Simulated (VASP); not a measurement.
# ZnGeP2 (I-42d) in VASP: notebook

Runs on ZnGeP2. Level: PBE. Tasks: single point.

Program: VASP 6.6.1. These are calculated values, not measurements. Logs are shortened: lines on timing, memory, paths and dates and some standing lists are left out, and cuts for length are marked.

## (1) The cell of the first run

The structure is tetragonal, space group I-42d (No. 122). Conventional cell: a = 5.501 Å, b = 5.501 Å, c = 10.635 Å, α = 90.00°, β = 90.00°, γ = 90.00°. Within 3.1 Å of Zn (site symmetry -4) lie 4 P at 2.37 Å. Within 3.1 Å of Ge (site symmetry -4) lie 4 P at 2.34 Å. Within 3.1 Å of P (site symmetry 2) lie 2 Ge at 2.34 Å and 2 Zn at 2.37 Å.

## (2) Single point, PBE (epitaxial xy strain +1.0%)

File INCAR:

```
PREC     = Accurate       # precision mode
ENCUT    = 500            # plane-wave cutoff, eV
EDIFF    = 1E-6           # SCF threshold, eV
ISMEAR   = -1             # smearing method
SIGMA    = 0.02           # smearing width, eV
LREAL    = F              # projectors in reciprocal space
LASPH    = T              # aspherical terms in the spheres
NELM     = 120            # most SCF steps
ALGO     = Normal         # electronic algorithm
ISIF     = 2              # what is computed and relaxed
LWAVE    = F              # write WAVECAR
LCHARG   = T              # write CHGCAR
GGA      = PE             # functional
LELF     = T              # ELF
LVHAR    = T            
NBANDS   = 46             # bands
GGA_COMPAT= F
```

File KPOINTS:

```
regular mesh
0
Gamma
  6 6 6
```

File POSCAR:

```
ZnGeP2
1.0
   -2.7505739907      2.7505739907      5.3177249897
    2.7505739907     -2.7505739907      5.3177249897
    2.7505739907      2.7505739907     -5.3177249897
Zn Ge P
2 2 4
Direct
    0.7500000000      0.2500000000      0.5000000000
    0.0000000000      0.0000000000      0.0000000000
    0.2500000000      0.7500000000      0.5000000000
    0.5000000000      0.5000000000      0.0000000000
    0.1300318448      0.6250000000      0.0050318448
    0.8750000000      0.8699681552      0.4949681552
    0.3750000000      0.3800318448      0.5050318448
    0.6199681552      0.1250000000      0.9949681552
```

Potentials or basis: VASP PAW PBE potentials, release 64 (Zn, Ge_d, P).

Started as:

```console
$ cat potpaw_PBE.64/Zn/POTCAR potpaw_PBE.64/Ge_d/POTCAR potpaw_PBE.64/P/POTCAR > POTCAR
$ mpirun -np 1 vasp_std > vasp.out
```

OUTCAR:

```text
PREC = Accurate
   ENCUT = 500
   EDIFF = 1E-6
   ISMEAR = -1
   LREAL = F
   LASPH = T
   NELM = 120
   ISIF = 2
   GGA = PE

 ion  position               nearest neighbor table
   1  0.750  0.250  0.500-   5 2.37   6 2.37   7 2.37   8 2.37
   2  0.000  0.000  0.000-   7 2.37   5 2.37   8 2.37   6 2.37
   3  0.250  0.750  0.500-   5 2.34   6 2.34   7 2.34   8 2.34
   4  0.500  0.500  0.000-   7 2.34   6 2.34   5 2.34   8 2.34
   5  0.130  0.625  0.005-   3 2.34   4 2.34   2 2.37   1 2.37
   6  0.875  0.870  0.495-   3 2.34   4 2.34   2 2.37   1 2.37
   7  0.375  0.380  0.505-   4 2.34   3 2.34   1 2.37   2 2.37
   8  0.620  0.125  0.995-   3 2.34   4 2.34   1 2.37   2 2.37

  LATTYP: Found a body centered tetragonal cell.
 ALAT       =     5.5011479814
 C/A-ratio  =     1.9333146491

  Lattice vectors:

 A1 = (  -2.7505739907,   2.7505739907,   5.3177249897)
 A2 = (   2.7505739907,  -2.7505739907,   5.3177249897)
 A3 = (   2.7505739907,   2.7505739907,  -5.3177249897)

Analysis of symmetry for initial positions (statically):
=====================================================================
 Subroutine PRICEL returns:
 Original cell was already a primitive cell.

 Routine SETGRP: Setting up the symmetry group for a
 body centered tetragonal supercell.

 Subroutine GETGRP returns: Found  8 space group operations
 (whereof  4 operations were pure point group operations)
 out of a pool of 16 trial point group operations.

The static configuration has the point symmetry S_4 .
 The point group associated with its full space group is D_2d.

Analysis of symmetry for dynamics (positions and initial velocities):
=====================================================================
 Subroutine PRICEL returns:
 Original cell was already a primitive cell.

 Routine SETGRP: Setting up the symmetry group for a
 body centered tetragonal supercell.

 Subroutine GETGRP returns: Found  8 space group operations
 (whereof  4 operations were pure point group operations)
 out of a pool of 16 trial point group operations.

The dynamic configuration has the point symmetry S_4 .
 The point group associated with its full space group is D_2d.

 Subroutine INISYM returns: Found  8 space group operations
 (whereof  4 operations are pure point group operations),
 and found     1 'primitive' translations

----------------------------------------------------------------------------------------

                                     Primitive cell

  volume of cell :     160.9283

  direct lattice vectors                    reciprocal lattice vectors
    -2.750573991  2.750573991  5.317724990     0.000000000  0.181780240  0.094025171
     2.750573991 -2.750573991  5.317724990     0.181780240  0.000000000  0.094025171
     2.750573991  2.750573991 -5.317724990     0.181780240  0.181780240  0.000000000

  length of vectors
     6.588589654  6.588589654  6.588589654     0.204657735  0.204657735  0.257076081

  position of ions in fractional coordinates (direct lattice)
     0.750000000  0.250000000  0.500000000
     0.000000000  0.000000000  0.000000000
     0.250000000  0.750000000  0.500000000
     0.500000000  0.500000000  0.000000000
     0.130031845  0.625000000  0.005031845
     0.875000000  0.869968155  0.494968155
     0.375000000  0.380031845  0.505031845
     0.619968155  0.125000000  0.994968155

  ion indices of the primitive-cell ions
   primitive index   ion index
                 1           1
                 2           2
                 3           3
                 4           4
                 5           5
                 6           6
                 7           7
                 8           8

----------------------------------------------------------------------------------------

 KPOINTS: regular mesh

Automatic generation of k-mesh.
 Grid dimensions read from file:
 generate k-points for:    6    6    6

 Generating k-lattice:

  Cartesian coordinates                     Fractional coordinates (reciprocal lattice)
     0.000000000  0.030296707  0.015670862     0.166666667 -0.000000000  0.000000000
     0.030296707  0.000000000  0.015670862    -0.000000000  0.166666667  0.000000000
     0.030296707  0.030296707  0.000000000     0.000000000  0.000000000  0.166666667

  Length of vectors
     0.034109622  0.034109622  0.042846013

  Shift w.r.t. Gamma in fractional coordinates (k-lattice)
     0.000000000  0.000000000  0.000000000

 Subroutine IBZKPT returns following result:
 ===========================================

 Found     30 irreducible k-points:

 Following reciprocal coordinates:
            Coordinates               Weight
  0.000000  0.000000  0.000000      1.000000
  0.166667 -0.000000  0.000000      8.000000
  0.333333  0.000000  0.000000      8.000000
  0.500000 -0.000000  0.000000      4.000000
  0.166667  0.166667  0.000000      8.000000
  0.333333  0.166667  0.000000     16.000000
[... 16 lines left out ...]
 -0.333333 -0.333333  0.166667      8.000000
 -0.166667 -0.333333  0.166667      8.000000
 [... further k-points ...]
   k-points           NKPTS =     30   k-points in BZ     NKDIM =     30   number of bands    NBANDS=     46
   number of dos      NEDOS =    301   number of ions     NIONS =      8
   total plane-waves  NPLWV = 110592
   dimension x,y,z NGX =    48 NGY =   48 NGZ =   48
   dimension x,y,z NGXF=    96 NGYF=   96 NGZF=   96
   ions per type =               2   2   4
   NGX,Y,Z   is equivalent  to a cutoff of  12.11, 12.11, 12.11 a.u.
   NGXF,Y,Z  is equivalent  to a cutoff of  24.22, 24.22, 24.22 a.u.
 SYSTEM =  unknown system
   PREC   = accura    normal or accurate (medium, high low for compatibility)
   ISTART =      0    job   : 0-new  1-cont  2-samecut
   ICHARG =      2    charge: 1-file 2-atom 10-const
   ISPIN  =      1    spin polarized calculation?
   LNONCOLLINEAR =      F non collinear calculations
   LSORBIT =      F    spin-orbit coupling
   LASPH  =      T    aspherical Exc in radial PAW
   ENCUT  =  500.0 eV  36.75 Ry    6.06 a.u.  12.01 12.01 12.01*2*pi/ulx,y,z
   NELM   =    120;   NELMIN=  2; NELMDL= -5     # of ELM steps
   EDIFF  = 0.1E-05   stopping-criterion for ELM
   LREAL  =      F    real-space projection
   EDIFFG = 0.1E-04   stopping-criterion for IOM
   NSW    =      0    number of steps for IOM
   IBRION =     -1    ionic relax: 0-MD 1-quasi-New 2-CG
   NFREE  =      0    steps in history (QN), initial steepest desc. (CG)
   ISIF   =      2    stress and relaxation
   ISYM   =      2    0-nonsym 1-usesym 2-fastsym
   POTIM  = 0.5000    time-step for ionic-motion
   TEBEG  =    0.0;   TEEND  =   0.0 temperature during run
   PSTRESS=    0.0 pullay stress
   NELECT =      72.0000    total number of electrons
   NUPDOWN=      -1.0000    fix difference up-down
   EMIN   =  10.00;   EMAX   =-10.00  energy-range for DOS
   EFERMI =   0.00;   METHOD = LEGACY
   ISMEAR =    -1;   SIGMA  =   0.02  broadening in eV -4-tet -1-fermi 0-gaus
   EFERMI_NEDOS =   21; number of points for ismear=-14 and -15
   IALGO  =     38    algorithm
   IMIX   =      4    mixing-type and parameters
     AMIX     =   0.40;   BMIX     =  1.00
     AMIX_MAG =   1.60;   BMIX_MAG =  1.00
  volume/ion in A,a.u.               =      20.12       135.75
  Fermi-wavevector in a.u.,A,eV,Ry     =   1.252107  2.366139 21.330836  1.567772
  Thomas-Fermi vector in A             =   2.386023
   LORBIT       =      0    0 simple, 1 ext, 2 COOP (PROOUT), +10 PAW based schemes
   GGA     = PE    functional components
   LHFCALC =     F    Hartree Fock is set to
   AEXX    =    0.0000 exact exchange contribution
   IVDW    =     0    specifies the selected vdW correction
   LEPSILON=     F    determine dielectric tensor
   LRPA    =     F    only Hartree local field effects (RPA)
 non-spin polarized calculation
  energy-cutoff  :      500.00
  volume of cell :      160.93
 maximum number of plane-waves:      4107
   NGX = 25   NGY = 25   NGZ = 25

 number of electron      71.9999988 magnetization

 Free energy of the ion-electron system (eV)
  ---------------------------------------------------
  ext. energy  EPLUGINS =         0.00000000
  ---------------------------------------------------
  free energy    TOTEN  =       -34.53674326 eV

  energy without entropy =      -34.53674326  energy(sigma->0) =      -34.53674326

 E-fermi :   4.8002     XC(G=0):  -9.8162

 val. band max:        4.3316814851   @ k =   0.0000   0.0000   0.0000
 cond. band min:       5.5023562767   @ k =   0.5000   0.5000   0.0000
 fundamental gap:      1.1706747916
 Fermi energy:         4.8002479319

 k-point     1 :       0.0000    0.0000    0.0000
  band No.  band energies     occupation
      1     -20.5583      2.00000
      2     -20.5583      2.00000
      3     -20.5577      2.00000
      4     -20.5516      2.00000
      5     -20.5479      2.00000
      6     -20.5479      2.00000
[... 38 lines left out ...]
     45       9.2570      0.00000
     46       9.2873      0.00000

 k-point     2 :       0.1667   -0.0000    0.0000
  band No.  band energies     occupation
      1     -20.5587      2.00000
      2     -20.5579      2.00000
      3     -20.5573      2.00000
      4     -20.5517      2.00000
      5     -20.5485      2.00000
      6     -20.5476      2.00000
[... 38 lines left out ...]
     45       9.1613      0.00000
     46       9.8285      0.00000

 k-point     3 :       0.3333    0.0000    0.0000
  band No.  band energies     occupation
      1     -20.5592      2.00000
      2     -20.5573      2.00000
      3     -20.5565      2.00000
      4     -20.5520      2.00000
      5     -20.5501      2.00000
      6     -20.5471      2.00000
[... 1018 lines left out ...]
     45       9.2145      0.00000
     46       9.9248      0.00000

 k-point    24 :      -0.1667   -0.3333    0.1667
  band No.  band energies     occupation
      1     -20.5593      2.00000
      2     -20.5587      2.00000
      3     -20.5567      2.00000
      4     -20.5524      2.00000
      5     -20.5477      2.00000
      6     -20.5469      2.00000
[... 38 lines left out ...]
     45       8.8274      0.00000
     46       9.3364      0.00000

 [... further k-points ...]

------------------------ aborting loop because EDIFF is reached ----------------------------------------

  FORCE on cell =-STRESS in cart. coord.  units (eV):
  Direction    XX          YY          ZZ          XY          YZ          ZX
  --------------------------------------------------------------------------------------
  -------------------------------------------------------------------------------------
  Total        1.1136090      1.1136090      2.3120329      0.0000000      0.0000000      0.0000000
  in kB       11.0869170     11.0869170     23.0182377      0.0000000      0.0000000      0.0000000
  external PRESSURE =      15.0640239 kB  Pullay stress =       0.0000000 kB

 VOLUME and BASIS-vectors are now :
 -----------------------------------------------------------------------------
  energy-cutoff  :      500.00
  volume of cell :      160.93
      direct lattice vectors                 reciprocal lattice vectors
    -2.750573991  2.750573991  5.317724990     0.000000000  0.181780240  0.094025171
     2.750573991 -2.750573991  5.317724990     0.181780240  0.000000000  0.094025171
     2.750573991  2.750573991 -5.317724990     0.181780240  0.181780240  0.000000000

 POSITION                                       TOTAL-FORCE (eV/Angst)
 -----------------------------------------------------------------------------------
     -0.00000      2.75057      2.65886        -0.000000      0.000000     -0.000000
      0.00000      0.00000      0.00000        -0.000000     -0.000000      0.000000
      2.75057     -0.00000      2.65886        -0.000000      0.000000      0.000000
      0.00000      0.00000      5.31772         0.000000      0.000000      0.000000
      1.37529     -1.34761      3.98829         0.000000     -0.070196      0.000000
      1.34761      1.37529      6.64716         0.070196      0.000000     -0.000000
      1.40297      1.37529      1.32943        -0.070196      0.000000      0.000000
      1.37529      4.09818     -1.32943         0.000000      0.070196     -0.000000
 -----------------------------------------------------------------------------------
    total drift:                               -0.000006     -0.000006     -0.000009

  FREE ENERGIE OF THE ION-ELECTRON SYSTEM (eV)
  ---------------------------------------------------
  free  energy   TOTEN  =       -34.5367432593 eV

  energy  without entropy=      -34.5367432593  energy(sigma->0) =      -34.53674326
```

Wall time 4.5 min (1 thread of Intel Xeon Platinum 8488C (Sapphire Rapids), shared host); peak memory 0.43 GiB.

What came out:

```
Free energy            : -34.5367 eV
Pressure               : 1.5 GPa
Largest force          : 0.070 eV/Å
Band gap on the k mesh : 1.17 eV (least direct gap 1.29 eV)
```

Forces on the atoms (eV/Å):
```
Zn   0.000  0.000  0.000
Zn   0.000  0.000  0.000
Ge   0.000  0.000  0.000
Ge   0.000  0.000  0.000
P    0.000 -0.070  0.000
P    0.070  0.000  0.000
P   -0.070  0.000  0.000
P    0.000  0.070  0.000
```

Levels at points of the mesh, in eV from the valence-band top:
```csv
k point,band 34,band 35,band 36,band 37,band 38,band 39
"(0.00, 0.00, 0.00)",-0.17,-0.17,0.00,1.29,1.30,1.49
"(0.50, 0.00, 0.00)",-1.86,-1.64,-0.98,2.39,2.47,2.82
"(0.50, 0.50, 0.00)",-1.30,-0.78,-0.78,1.17,1.17,2.86
"(0.50, 0.50, 0.50)",-2.02,-1.42,-1.42,1.21,1.21,1.50
```

Caveat: the cell differs from its parent crystal (epitaxial xy strain +1.0%). A k mesh can miss the band edges.

## (3) Single point, PBE (epitaxial xy strain +2.0%)

File INCAR:

```
SYSTEM = ZnGeP2
ALGO = Normal ; EDIFF = 1E-6
ENCUT = 500 ; GGA = PE
GGA_COMPAT = .False. ; ISIF = 2
ISMEAR = -1 ; LASPH = .True.
LCHARG = .False. ; LREAL = .False.
LWAVE = .False. ; NBANDS = 46
NELM = 120 ; PREC = Accurate
SIGMA = 0.02
```

File KPOINTS:

```
k-points
0
Gamma
  6 6 6
  0 0 0
```

File POSCAR:

```
ZnGeP2
1.0
   -2.7778073965      2.7778073965      5.2693461374
    2.7778073965     -2.7778073965      5.2693461374
    2.7778073965      2.7778073965     -5.2693461374
Zn Ge P
2 2 4
Direct
    0.7500000000      0.2500000000      0.5000000000
    0.0000000000      0.0000000000      0.0000000000
    0.2500000000      0.7500000000      0.5000000000
    0.5000000000      0.5000000000      0.0000000000
    0.1309062264      0.6250000000      0.0059062264
    0.8750000000      0.8690937736      0.4940937736
    0.3750000000      0.3809062264      0.5059062264
    0.6190937736      0.1250000000      0.9940937736
```

Potentials or basis: VASP PAW PBE potentials, release 64 (Zn, Ge_d, P).

Started as:

```console
$ cat potpaw_PBE.64/Zn/POTCAR potpaw_PBE.64/Ge_d/POTCAR potpaw_PBE.64/P/POTCAR > POTCAR
$ mpirun -np 1 vasp_std > vasp.out
```

It took 4.6 min on 1 thread of Intel Xeon Platinum 8488C (Sapphire Rapids), shared host; peak memory 0.43 GiB.

The run converged. Its results:

```yaml
Free_energy: -34.5248 eV
Pressure: 0.7 GPa
Largest_force: 0.073 eV/Å
Band_gap_on_the_k_mesh: 1.09 eV (least direct gap 1.18 eV)
```

Forces in eV/Å, atoms in the order of the input:
```
Zn   0.000  0.000  0.000
Zn   0.000  0.000  0.000
Ge   0.000  0.000  0.000
Ge   0.000  0.000  0.000
P    0.000 -0.073  0.000
P    0.073  0.000  0.000
P   -0.073  0.000  0.000
P    0.000  0.073  0.000
```

Stress tensor (GPa, compression positive):
```
-0.11  0.00  0.00
 0.00 -0.11  0.00
 0.00  0.00  2.21
```

Levels at points of the mesh, in eV from the valence-band top:
| k point | band 32 | band 33 | band 34 | band 35 | band 36 | band 37 | band 38 | band 39 | band 40 | band 41 |
| --- | --- | --- | --- | --- | --- | --- | --- | --- | --- | --- |
| (0.00, 0.00, 0.00) | -2.72 | -2.72 | -0.26 | -0.26 | 0.00 | 1.18 | 1.19 | 1.35 | 3.14 | 3.14 |
| (0.50, 0.00, 0.00) | -2.78 | -2.47 | -1.84 | -1.63 | -1.00 | 2.37 | 2.39 | 2.82 | 3.95 | 4.06 |
| (0.50, 0.50, 0.00) | -1.99 | -1.39 | -1.39 | -0.81 | -0.81 | 1.09 | 1.09 | 2.68 | 2.68 | 3.90 |
| (0.50, 0.50, 0.50) | -2.49 | -2.11 | -2.11 | -1.47 | -1.47 | 1.15 | 1.15 | 1.52 | 1.52 | 2.34 |

Caveat: the cell differs from its parent crystal (epitaxial xy strain +2.0%). A k mesh can miss the band edges.

## (4) Single point, PBE (epitaxial xy strain +3.0%)

File INCAR:

```
  ALGO = Normal
  EDIFF = 1E-6
  ENCUT = 500
  GGA = PE
  GGA_COMPAT = F
  ISIF = 2
  ISMEAR = -1
  LASPH = T
  LCHARG = T
  LELF = T
  LREAL = F
  LVHAR = T
  LWAVE = F
  NBANDS = 46
  NELM = 120
  PREC = Accurate
  SIGMA = 0.02
```

File KPOINTS:

```
k-points
0
Gamma
  6 6 6
```

File POSCAR:

```
ZnGeP2
1.0
   -2.8050408024      2.8050408024      5.2199103843
    2.8050408024     -2.8050408024      5.2199103843
    2.8050408024      2.8050408024     -5.2199103843
Zn Ge P
2 2 4
Direct
    0.7500000000      0.2500000000      0.5000000000
    0.0000000000      0.0000000000      0.0000000000
    0.2500000000      0.7500000000      0.5000000000
    0.5000000000      0.5000000000      0.0000000000
    0.1318181480      0.6250000000      0.0068181480
    0.8750000000      0.8681818520      0.4931818520
    0.3750000000      0.3818181480      0.5068181480
    0.6181818520      0.1250000000      0.9931818520
```

Started as:

```console
$ cat potpaw_PBE.64/Zn/POTCAR potpaw_PBE.64/Ge_d/POTCAR potpaw_PBE.64/P/POTCAR > POTCAR
$ mpirun -np 1 vasp_std > vasp.out
```

Wall time 5 min (1 thread of Intel Xeon Platinum 8488C (Sapphire Rapids), shared host); peak memory 0.44 GiB.

It converged, with:

```yaml
Free_energy: -34.4896 eV
Pressure: -0.1 GPa
Largest_force: 0.076 eV/Å
Band_gap_on_the_k_mesh: 1.00 eV (least direct gap 1.08 eV)
```

Forces in eV/Å, atoms in the order of the input:
```
Zn   0.000  0.000  0.000
Zn   0.000  0.000  0.000
Ge   0.000  0.000  0.000
Ge   0.000  0.000  0.000
P    0.000 -0.076  0.000
P    0.076  0.000  0.000
P   -0.076  0.000  0.000
P    0.000  0.076  0.000
```

Stress tensor (GPa, compression positive):
```
-1.23  0.00  0.00
 0.00 -1.23  0.00
 0.00  0.00  2.12
```

Levels at points of the mesh, in eV from the valence-band top:
```tsv
k point	band 32	band 33	band 34	band 35	band 36	band 37	band 38	band 39	band 40	band 41
(0.00, 0.00, 0.00)	-2.78	-2.78	-0.34	-0.34	0.00	1.08	1.09	1.21	3.13	3.14
(0.50, 0.00, 0.00)	-2.81	-2.46	-1.83	-1.60	-1.01	2.32	2.35	2.84	3.91	4.05
(0.50, 0.50, 0.00)	-2.05	-1.48	-1.48	-0.82	-0.82	1.01	1.01	2.52	2.52	3.82
(0.50, 0.50, 0.50)	-2.47	-2.18	-2.18	-1.52	-1.52	1.09	1.09	1.53	1.53	2.32
```

Caveat: the cell differs from its parent crystal (epitaxial xy strain +3.0%). A k mesh can miss the band edges.

## (5) The runs side by side

| cell | gap on the mesh (eV) | pressure (GPa) | largest force (eV/Å) |
| --- | --- | --- | --- |
| a = 6.589 Å, angles 130.6, 130.6, 72.4°, 8 atoms, epitaxial xy strain +1.0% | 1.17 | 1.5 | 0.07 |
| a = 6.573 Å, angles 130.0, 130.0, 73.4°, 8 atoms, epitaxial xy strain +2.0% | 1.09 | 0.7 | 0.07 |
| a = 6.556 Å, angles 129.3, 129.3, 74.5°, 8 atoms, epitaxial xy strain +3.0% | 1.00 | -0.1 | 0.08 |

Alike in all rows: task single point; level PBE; potentials or basis VASP PAW PBE potentials, release 64 (Zn, Ge_d, P); no spin polarisation; k mesh 6 × 6 × 6; cutoff (eV) 500; smearing fermi-dirac 0.02 eV.

Absolute energies hang on the potentials; compare differences alone.
